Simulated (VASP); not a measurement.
# KAl (NaTl type) (Fd-3m) in VASP: single point with PBE

Aim: the single point of KAl (NaTl type) with PBE.

All numbers are computed with VASP 6.6.1; they aren't measurements. Logs are shortened: lines on timing, memory, paths and dates and some standing lists are left out, and cuts for length are marked.

### Step 1. The cell of the first run

It takes space group Fd-3m (No. 227, cubic). The conventional cell has a = 7.693 Å, b = 7.693 Å, c = 7.693 Å, α = 90.00°, β = 90.00°, γ = 90.00°. K (site symmetry -43m) has 4 K at 3.33 Å and 10 Al at 3.33 to 3.85 Å within 4.4 Å. Al (site symmetry -43m) has 10 K at 3.33 to 3.85 Å and 4 Al at 3.33 Å within 4.4 Å.

### Step 2. Single point, PBE

INCAR reads:

```
PREC     = Accurate       # precision mode
ENCUT    = 520            # plane-wave cutoff, eV
EDIFF    = 1E-6           # SCF threshold, eV
ISMEAR   = -1             # smearing method
SIGMA    = 0.05           # smearing width, eV
LREAL    = False          # projectors in reciprocal space
LASPH    = True           # aspherical terms in the spheres
NELM     = 80             # most SCF steps
ALGO     = Normal         # electronic algorithm
ISIF     = 2              # what is computed and relaxed
LWAVE    = False          # write WAVECAR
LCHARG   = False          # write CHGCAR
GGA      = PE             # functional
NBANDS   = 20             # bands
```

KPOINTS reads:

```
regular mesh
0
Gamma
  7 7 7
```

POSCAR reads:

```
KAl
1.0
    0.0000000000      3.8464473336      3.8464473336
    3.8464473336      0.0000000000      3.8464473336
    3.8464473336      3.8464473336      0.0000000000
K Al
2 2
Direct
    0.1250000000      0.1250000000      0.1250000000
   -0.1250000000     -0.1250000000     -0.1250000000
    0.3750000000      0.3750000000      0.3750000000
   -0.3750000000     -0.3750000000     -0.3750000000
```

Potentials or basis: VASP PAW PBE potentials, release 64 (K_sv, Al).

Run with:

```
$ cat potpaw_PBE.64/K_sv/POTCAR potpaw_PBE.64/Al/POTCAR > POTCAR
$ mpirun -np 1 vasp_std > vasp.out
```

OUTCAR:

```text
PREC = Accurate
   ENCUT = 520
   EDIFF = 1E-6
   ISMEAR = -1
   LREAL = False
   LASPH = True
   NELM = 80
   ISIF = 2
   GGA = PE

 ion  position               nearest neighbor table
   1  0.125  0.125  0.125-   2 3.33   2 3.33   2 3.33   2 3.33   3 3.33   3 3.33   3 3.33   3 3.33

   2  0.875  0.875  0.875-   4 3.33   4 3.33   4 3.33   1 3.33   4 3.33   1 3.33   1 3.33   1 3.33

   3  0.375  0.375  0.375-   1 3.33   1 3.33   1 3.33   1 3.33   4 3.33   4 3.33   4 3.33   4 3.33

   4  0.625  0.625  0.625-   3 3.33   3 3.33   3 3.33   2 3.33   3 3.33   2 3.33   2 3.33   2 3.33

  LATTYP: Found a face centered cubic cell.
 ALAT       =     7.6928946672

  Lattice vectors:

 A1 = (   0.0000000000,   3.8464473336,   3.8464473336)
 A2 = (   3.8464473336,   0.0000000000,   3.8464473336)
 A3 = (   3.8464473336,   3.8464473336,   0.0000000000)

Analysis of symmetry for initial positions (statically):
=====================================================================
 Subroutine PRICEL returns:
 Original cell was already a primitive cell.

 Routine SETGRP: Setting up the symmetry group for a
 face centered cubic supercell.

 Subroutine GETGRP returns: Found 48 space group operations
 (whereof 12 operations were pure point group operations)
 out of a pool of 48 trial point group operations.

The static configuration has the point symmetry D_3d.
 The point group associated with its full space group is O_h .

Analysis of symmetry for dynamics (positions and initial velocities):
=====================================================================
 Subroutine PRICEL returns:
 Original cell was already a primitive cell.

 Routine SETGRP: Setting up the symmetry group for a
 face centered cubic supercell.

 Subroutine GETGRP returns: Found 48 space group operations
 (whereof 12 operations were pure point group operations)
 out of a pool of 48 trial point group operations.

The dynamic configuration has the point symmetry D_3d.
 The point group associated with its full space group is O_h .

 Subroutine INISYM returns: Found 48 space group operations
 (whereof 12 operations are pure point group operations),
 and found     1 'primitive' translations

----------------------------------------------------------------------------------------

                                     Primitive cell

  volume of cell :     113.8176

  direct lattice vectors                    reciprocal lattice vectors
     0.000000000  3.846447334  3.846447334    -0.129990081  0.129990081  0.129990081
     3.846447334  0.000000000  3.846447334     0.129990081 -0.129990081  0.129990081
     3.846447334  3.846447334  0.000000000     0.129990081  0.129990081 -0.129990081

  length of vectors
     5.439697986  5.439697986  5.439697986     0.225149425  0.225149425  0.225149425

  position of ions in fractional coordinates (direct lattice)
     0.125000000  0.125000000  0.125000000
     0.875000000  0.875000000  0.875000000
     0.375000000  0.375000000  0.375000000
     0.625000000  0.625000000  0.625000000

  ion indices of the primitive-cell ions
   primitive index   ion index
                 1           1
                 2           2
                 3           3
                 4           4

----------------------------------------------------------------------------------------

 KPOINTS: regular mesh

Automatic generation of k-mesh.
 Grid dimensions read from file:
 generate k-points for:    7    7    7

 Generating k-lattice:

  Cartesian coordinates                     Fractional coordinates (reciprocal lattice)
    -0.018570012  0.018570012  0.018570012     0.142857143  0.000000000  0.000000000
     0.018570012 -0.018570012  0.018570012     0.000000000  0.142857143  0.000000000
     0.018570012  0.018570012 -0.018570012     0.000000000  0.000000000  0.142857143

  Length of vectors
     0.032164204  0.032164204  0.032164204

  Shift w.r.t. Gamma in fractional coordinates (k-lattice)
     0.000000000  0.000000000  0.000000000

 Subroutine IBZKPT returns following result:
 ===========================================

 Found     20 irreducible k-points:

 Following reciprocal coordinates:
            Coordinates               Weight
  0.000000  0.000000  0.000000      1.000000
  0.142857  0.000000  0.000000      8.000000
  0.285714  0.000000  0.000000      8.000000
  0.428571  0.000000  0.000000      8.000000
  0.142857  0.142857  0.000000      6.000000
  0.285714  0.142857  0.000000     24.000000
[... 12 lines left out ...]
 -0.428571  0.428571  0.142857     24.000000
 -0.285714  0.428571  0.142857     24.000000
   k-points           NKPTS =     20   k-points in BZ     NKDIM =     20   number of bands    NBANDS=     20
   number of dos      NEDOS =    301   number of ions     NIONS =      4
   total plane-waves  NPLWV =  64000
   dimension x,y,z NGX =    40 NGY =   40 NGZ =   40
   dimension x,y,z NGXF=    80 NGYF=   80 NGZF=   80
   ions per type =               2   2
   NGX,Y,Z   is equivalent  to a cutoff of  12.22, 12.22, 12.22 a.u.
   NGXF,Y,Z  is equivalent  to a cutoff of  24.45, 24.45, 24.45 a.u.
 SYSTEM =  unknown system
   PREC   = accura    normal or accurate (medium, high low for compatibility)
   ISTART =      0    job   : 0-new  1-cont  2-samecut
   ICHARG =      2    charge: 1-file 2-atom 10-const
   ISPIN  =      1    spin polarized calculation?
   LNONCOLLINEAR =      F non collinear calculations
   LSORBIT =      F    spin-orbit coupling
   LASPH  =      T    aspherical Exc in radial PAW
   ENCUT  =  520.0 eV  38.22 Ry    6.18 a.u.  10.11 10.11 10.11*2*pi/ulx,y,z
   NELM   =     80;   NELMIN=  2; NELMDL= -5     # of ELM steps
   EDIFF  = 0.1E-05   stopping-criterion for ELM
   LREAL  =      F    real-space projection
   EDIFFG = 0.1E-04   stopping-criterion for IOM
   NSW    =      0    number of steps for IOM
   IBRION =     -1    ionic relax: 0-MD 1-quasi-New 2-CG
   NFREE  =      0    steps in history (QN), initial steepest desc. (CG)
   ISIF   =      2    stress and relaxation
   ISYM   =      2    0-nonsym 1-usesym 2-fastsym
   POTIM  = 0.5000    time-step for ionic-motion
   TEBEG  =    0.0;   TEEND  =   0.0 temperature during run
   PSTRESS=    0.0 pullay stress
   NELECT =      24.0000    total number of electrons
   NUPDOWN=      -1.0000    fix difference up-down
   EMIN   =  10.00;   EMAX   =-10.00  energy-range for DOS
   EFERMI =   0.00;   METHOD = LEGACY
   ISMEAR =    -1;   SIGMA  =   0.05  broadening in eV -4-tet -1-fermi 0-gaus
   EFERMI_NEDOS =   21; number of points for ismear=-14 and -15
   IALGO  =     38    algorithm
   IMIX   =      4    mixing-type and parameters
     AMIX     =   0.40;   BMIX     =  1.00
     AMIX_MAG =   1.60;   BMIX_MAG =  1.00
  volume/ion in A,a.u.               =      28.45       192.02
  Fermi-wavevector in a.u.,A,eV,Ry     =   0.974411  1.841370 12.918413  0.949477
  Thomas-Fermi vector in A             =   2.104868
   LORBIT       =      0    0 simple, 1 ext, 2 COOP (PROOUT), +10 PAW based schemes
   GGA     = PE    functional components
[... 5 lines left out ...]
 non-spin polarized calculation
  energy-cutoff  :      520.00
  volume of cell :      113.82
 maximum number of plane-waves:      3119
   NGX = 21   NGY = 21   NGZ = 21

 number of electron      23.9999999 magnetization

 Free energy of the ion-electron system (eV)
  ---------------------------------------------------
  ext. energy  EPLUGINS =         0.00000000
  ---------------------------------------------------
  free energy    TOTEN  =        -8.28202079 eV

  energy without entropy =       -8.27858577  energy(sigma->0) =       -8.28030328

 E-fermi :   2.7832     XC(G=0):  -8.3890

 val. band max:        2.6356070669   @ k =   0.1429   0.0000   0.0000
 cond. band min:       2.8425540840   @ k =   0.4286   0.0000   0.0000
 fundamental gap:      0.2069470171
 Fermi energy:         2.7832434616

 k-point     1 :       0.0000    0.0000    0.0000
  band No.  band energies     occupation
      1     -28.5423      2.00000
      2     -28.3725      2.00000
      3     -12.1830      2.00000
      4     -12.1830      2.00000
      5     -12.1830      2.00000
      6     -11.8375      2.00000
[... 12 lines left out ...]
     19       7.5622      0.00000
     20       8.7616      0.00000

 k-point     2 :       0.1429    0.0000    0.0000
  band No.  band energies     occupation
      1     -28.5361      2.00000
      2     -28.3788      2.00000
      3     -12.1949      2.00000
      4     -12.1949      2.00000
      5     -12.1913      2.00000
      6     -11.8379      2.00000
[... 12 lines left out ...]
     19       8.0745      0.00000
     20       8.4125      0.00000

 k-point     3 :       0.2857    0.0000    0.0000
  band No.  band energies     occupation
      1     -28.5199      2.00000
      2     -28.3950      2.00000
      3     -12.2192      2.00000
      4     -12.2192      2.00000
      5     -12.2141      2.00000
      6     -11.8338      2.00000
[... 12 lines left out ...]
     19       7.3850      0.00000
     20       8.7695      0.00000

 k-point     4 :       0.4286    0.0000    0.0000
  band No.  band energies     occupation
      1     -28.5029      2.00000
      2     -28.4120      2.00000
      3     -12.2369      2.00000
      4     -12.2368      2.00000
      5     -12.2356      2.00000
      6     -11.8265      2.00000
[... 337 lines left out ...]
 k-point    19 :      -0.4286    0.4286    0.1429
  band No.  band energies     occupation
      1     -28.4744      2.00000
      2     -28.4404      2.00000
      3     -12.3059      2.00000
      4     -12.2936      2.00000
      5     -12.0671      2.00000
      6     -11.9845      2.00000
[... 12 lines left out ...]
     19       7.6729      0.00000
     20       8.1488      0.00000

 k-point    20 :      -0.2857    0.4286    0.1429
  band No.  band energies     occupation
      1     -28.4692      2.00000
      2     -28.4457      2.00000
      3     -12.3178      2.00000
      4     -12.2898      2.00000
      5     -12.0652      2.00000
      6     -11.9790      2.00000
[... 12 lines left out ...]
     19       7.7413      0.00000
     20       8.1379      0.00000

------------------------ aborting loop because EDIFF is reached ----------------------------------------

  FORCE on cell =-STRESS in cart. coord.  units (eV):
  Direction    XX          YY          ZZ          XY          YZ          ZX
  --------------------------------------------------------------------------------------
  -------------------------------------------------------------------------------------
  Total       -0.0012588     -0.0012588     -0.0012588      0.0000000      0.0000000     -0.0000000
  in kB       -0.0177200     -0.0177200     -0.0177200      0.0000000      0.0000000     -0.0000000
  external PRESSURE =      -0.0177200 kB  Pullay stress =       0.0000000 kB

 VOLUME and BASIS-vectors are now :
 -----------------------------------------------------------------------------
  energy-cutoff  :      520.00
  volume of cell :      113.82
      direct lattice vectors                 reciprocal lattice vectors
     0.000000000  3.846447334  3.846447334    -0.129990081  0.129990081  0.129990081
     3.846447334  0.000000000  3.846447334     0.129990081 -0.129990081  0.129990081
     3.846447334  3.846447334  0.000000000     0.129990081  0.129990081 -0.129990081

 POSITION                                       TOTAL-FORCE (eV/Angst)
 -----------------------------------------------------------------------------------
      0.96161      0.96161      0.96161        -0.000000     -0.000000      0.000000
      6.73128      6.73128      6.73128        -0.000000      0.000000      0.000000
      2.88484      2.88484      2.88484         0.000000      0.000000      0.000000
      4.80806      4.80806      4.80806        -0.000000     -0.000000     -0.000000
 -----------------------------------------------------------------------------------
    total drift:                                0.000000      0.000000     -0.000000

  FREE ENERGIE OF THE ION-ELECTRON SYSTEM (eV)
  ---------------------------------------------------
  free  energy   TOTEN  =        -8.2820207902 eV

  energy  without entropy=       -8.2785857679  energy(sigma->0) =       -8.28030328
```

It took 40 s on 1 thread of Intel Xeon 8259CL, shared host; peak memory 0.25 GiB.

What came out:

| Quantity | Value |
| --- | --- |
| Free energy | -8.2820 eV |
| Pressure | 0.0 GPa |
| Band gap on the k mesh | zero (bands 12 and 13 overlap by 0.02 eV) |

Levels at points of the mesh, in eV from the Fermi level:
```tsv
k point	band 9	band 10	band 11	band 12	band 13	band 14	band 15	band 16
(0.00, 0.00, 0.00)	-6.40	-0.76	0.08	0.08	0.08	1.15	1.15	1.15
```
